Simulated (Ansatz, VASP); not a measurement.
**Two plane-wave programs on C**

INCAR

```
SYSTEM = C
PREC     = Accurate       ! precision mode
ENCUT    = 600            ! plane-wave cutoff, eV
EDIFF    = 1E-6           ! SCF threshold, eV
ISMEAR   = 0              ! smearing method
SIGMA    = 0.15           ! smearing width, eV
LREAL    = .FALSE.        ! projectors in reciprocal space
LASPH    = .TRUE.         ! aspherical terms in the spheres
NELM     = 120            ! most SCF steps
ALGO     = Normal         ! electronic algorithm
ISIF     = 2              ! what is computed and relaxed
LWAVE    = .FALSE.        ! write WAVECAR
LCHARG   = .FALSE.        ! write CHGCAR
GGA      = PS             ! functional
IVDW     = 12             ! dispersion correction
NBANDS   = 16             ! bands
GGA_COMPAT= .FALSE.
```

Contents of KPOINTS:

```
Automatic mesh
0
G
  18 12 10
  0 0 0
```

POSCAR

```
C
1.0
   -2.4576582504      0.0000000000      0.0000000000
    0.0000000000      0.0000000000     -3.5294825081
    0.0000000000     -4.2567889574      0.0000000000
C
4
Direct
    0.5000000000      0.0000000000      0.1878093639
    0.0000000000      0.0000000000      0.6666666667
    0.0000000000      0.0000000000      0.3121906361
    0.5000000000      0.0000000000      0.8333333333
```

Input for Ansatz:

```yaml
crystal:
  lattice:
    - [-2.4576582504, 0.0, 0.0]
    - [0.0, 0.0, -3.5294825081]
    - [0.0, -4.2567889574, 0.0]
  atoms:
    - { symbol: C, position: [0.5, 0.0, 0.1878093639] }
    - { symbol: C, position: [0.0, 0.0, 0.6666666667] }
    - { symbol: C, position: [0.0, 0.0, 0.3121906361] }
    - { symbol: C, position: [0.5, 0.0, 0.8333333333] }
basis:
  ecutwfc: 520.0
kpoints:
  mp_grid: { grid: [18, 12, 10] }
hamiltonian:
  xc: pbesol
  pseudopotentials: { kind: paw, azcp: { folder: soft_1 } }
  dispersion: d3bj
scf:
  occupations: { method: gaussian, width: 0.15 }
output:
  forces: true
  stress: true
  eigenvalues: true
```

Change from the starting cell: mode 8 frozen in at -0.045 Å and mode 12 at -0.045 Å (largest displacements).

Alike in both runs: task single point; functional PBEsol; dispersion D3(BJ); k mesh 18 × 12 × 10; occupations gaussian, width 0.15 eV; no spin polarisation.

```csv
,VASP,Ansatz
version,VASP 6.6.1,Ansatz 0.2.0
potentials or method,"VASP PAW PBE potentials, release 64 (C), cutoff 600 eV","scalar-relativistic, plane waves, PAW"
valence electrons in the cell,16,16
```

Ansatz gave:

```
gap on the k mesh at the Fermi level (eV)                     : none
pressure (GPa)                                                : 4.5
traceless stress, the component that is largest in VASP (GPa) : 14.00
rms of the force components (eV/Å)                            : 3.255
```

Question: Which values does VASP return?

Answer: gap on the k mesh at the Fermi level (eV): none; pressure (GPa): 4.7; traceless stress, the component that is largest in VASP (GPa): 14.43; rms of the force components (eV/Å): 3.254.

VASP's potentials were made for PBE, not for PBEsol, and Ansatz warns of the same on its side. Atom by atom the forces differ by 0.010 eV/Å (rms over components). A gap of «none» marks a metal or a gap that the smearing closes.
